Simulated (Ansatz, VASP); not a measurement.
**Two plane-wave programs on WSe2**

INCAR

```
SYSTEM = WSe2
PREC     = Accurate       ! precision mode
ENCUT    = 520            ! plane-wave cutoff, eV
EDIFF    = 1E-6           ! SCF threshold, eV
ISMEAR   = 0              ! smearing method
SIGMA    = 0.05           ! smearing width, eV
LREAL    = .False.        ! projectors in reciprocal space
LASPH    = .True.         ! aspherical terms in the spheres
NELM     = 60             ! most SCF steps
ALGO     = Normal         ! electronic algorithm
ISIF     = 2              ! what is computed and relaxed
LWAVE    = .False.        ! write WAVECAR
LCHARG   = .False.        ! write CHGCAR
GGA      = PE             ! functional
IVDW     = 12             ! dispersion correction
NBANDS   = 35             ! bands
```

Contents of KPOINTS:

```
Automatic mesh
0
Gamma
  9 9 2
  0 0 0
```

POSCAR

```
WSe2
1.0
   -3.2789854852      0.0000000000      0.0000000000
   -1.6394927426     -2.8396847288      0.0000000000
   -0.4098731856     -0.7099211822     14.0112373504
W Se
2 4
Direct
    0.0000000000     -0.1875000000      0.7500000000
    0.0000000000     -0.0625000000      0.2500000000
    0.3333333333      0.1157642268      0.8702764262
    0.3333333333      0.2407642268      0.3702764262
    0.3333333333      0.3009024399      0.1297235738
    0.3333333333      0.1759024399      0.6297235738
```

Input for Ansatz:

```yaml
crystal:
  lattice:
    - [-3.2789854852, 0.0, 0.0]
    - [-1.6394927426, -2.8396847288, 0.0]
    - [-0.4098731856, -0.7099211822, 14.0112373504]
  atoms:
    - { symbol: W, position: [0.0, -0.1875, 0.75] }
    - { symbol: W, position: [0.0, -0.0625, 0.25] }
    - { symbol: Se, position: [0.3333333333, 0.1157642268, 0.8702764262] }
    - { symbol: Se, position: [0.3333333333, 0.2407642268, 0.3702764262] }
    - { symbol: Se, position: [0.3333333333, 0.3009024399, 0.1297235738] }
    - { symbol: Se, position: [0.3333333333, 0.1759024399, 0.6297235738] }
basis:
  ecutwfc: 420
kpoints:
  mp_grid: { grid: [9, 9, 2] }
hamiltonian:
  xc: pbe
  pseudopotentials: { kind: paw, azcp: { folder: soft_1 } }
  dispersion: d3bj
scf:
  occupations: { method: gaussian, width: 0.05 }
output:
  forces: true
  stress: true
  eigenvalues: true
  write_density: true
  write_potential: true
  elf: true
  volumetric_format: npy
```

Alike in both runs: task single point; functional PBE; dispersion D3(BJ); k mesh 9 × 9 × 2; occupations gaussian, width 0.05 eV; no spin polarisation.

```csv
,VASP,Ansatz
version,VASP 6.6.1,Ansatz 0.2.0
potentials or method,"VASP PAW PBE potentials, release 64 (W_sv, Se), cutoff 520 eV","scalar-relativistic, plane waves, PAW"
valence electrons in the cell,52,92
```

Ansatz gave:

| Quantity | Value |
| --- | --- |
| gap on the k mesh at the Fermi level (eV) | 1.36 |
| least direct gap on the mesh (eV) | 1.65 |
| pressure (GPa) | -0.1 |
| traceless stress, the component that is largest in VASP (GPa) | -0.18 |
| rms of the force components (eV/Å) | 0.022 |

Which values does VASP return?

gap on the k mesh at the Fermi level (eV): 1.35; least direct gap on the mesh (eV): 1.64; pressure (GPa): 0.2; traceless stress, the component that is largest in VASP (GPa): -0.18; rms of the force components (eV/Å): 0.039.

Atom by atom the forces differ by 0.023 eV/Å (rms over components). VASP's potentials hold 52 valence electrons a cell and Ansatz's 92, so a difference there can come from the potentials and not from the codes.

Neither program's run includes spin-orbit coupling.
